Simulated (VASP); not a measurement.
Os:

```
Os
1.0
     4.20865    0.00000    0.00000
    -2.10433    3.64480    0.00000
     0.00000    0.00000    4.93602
Os
4
Direct
  0.00000 0.00000 0.25000
  0.00000 0.00000 0.75000
  0.33333 0.66667 0.75000
  0.66667 0.33333 0.25000
```

| Property | Result |
| --- | --- |
| Program | VASP 6.6.1 |
| Task | relaxation of cell and atoms |
| Functional | PBE |
| Potentials or basis | VASP PAW PBE potentials, release 64 (Os) |
| Cutoff | 600 eV |
| k mesh | 6 × 6 × 4 |
| Occupations | gaussian, width 0.1 eV |
| Spin | no spin polarisation |

At the start: pressure -1.3 GPa; volume 18.93 Å³/atom.

Task: How do energy, volume and symmetry change on relaxing?

Result: Over 7 steps the energy falls by 5.2 meV/atom and the volume is 18.72 Å³/atom (-1.1 %); space group P6_3/mmc (No. 194, to 0.1 Å) before and after.

Step by step:
| step | energy change (eV) | largest force (eV/Å) | pressure (GPa) | volume (Å³) |
| --- | --- | --- | --- | --- |
| 1 | 0.0000 | 0.0000 | -1.29 | 75.72 |
| 2 | -0.0136 | 0.0000 | 2.77 | 74.04 |
| 3 | -0.0165 | 0.0000 | 1.56 | 74.51 |
| 4 | -0.0064 | 0.0000 | -1.86 | 75.28 |
| 5 | -0.0209 | 0.0000 | 0.26 | 74.78 |
| 6 | -0.0208 | 0.0000 | -0.29 | 74.99 |
| 7 | -0.0210 | 0.0000 | 0.02 | 74.87 |

Final structure:
```yaml
crystal:
  lattice:
    - [4.22736, 0.00000, 0.00000]
    - [-2.11368, 3.66100, 0.00000]
    - [0.00000, 0.00000, 4.83797]
  atoms:
    - { symbol: Os, position: [0.00000, 0.00000, 0.25000] }
    - { symbol: Os, position: [0.00000, 0.00000, 0.75000] }
    - { symbol: Os, position: [0.33333, 0.66667, 0.75000] }
    - { symbol: Os, position: [0.66667, 0.33333, 0.25000] }
```

Caveat: the highest band is partly filled, so the run has too few bands.
